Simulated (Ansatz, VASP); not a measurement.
**One calculation of O, two programs**

```xyz
2
Lattice="1.4041 0.8107 3.3622 -1.4041 0.8107 3.3622 0.0000 -1.6213 3.3622" Properties=species:S:1:pos:R:3 pbc="T T T"
O     0.0000    0.0000    0.5820
O     0.0000    0.0000    9.5047
```

Change from the starting cell: volume scaled by 0.96, PAW files.

Alike in both runs: task electric field gradients; functional PBEsol; k mesh 10 × 10 × 10; occupations fermi-dirac, width 0.02 eV; no spin polarisation.

|  | VASP | Ansatz |
| --- | --- | --- |
| version | VASP 6.6.1 | Ansatz 0.2.0 |
| potentials or method | VASP PAW PBE potentials, release 64 (O) | PAW with Ansatz's default frozen-core files, scalar-relativistic |
| plane-wave cutoff (eV) | 520 | 420 |
| valence electrons in the cell | 12 | 12 |

|  | VASP | Ansatz | Ansatz less VASP |
| --- | --- | --- | --- |
| pressure (GPa) | 11.2 | 5.9 | -5.33 |
| traceless stress, the component that is largest in VASP (GPa) | 40.45 | 29.04 | -11.419 |
| rms of the force components (eV/Å) | 3.262 | 2.022 | -1.2406 |
| size of Vzz on the site where it differs most (V/Å²) | 110.9 | 110.1 | -0.80 |

VASP's potentials were made for PBE, not for PBEsol. Atom by atom the forces differ by 1.241 eV/Å (rms over components).

Noted on VASP's run: the standard files for N, O and F lose accuracy on very short bonds; spin is off for a triplet molecule.
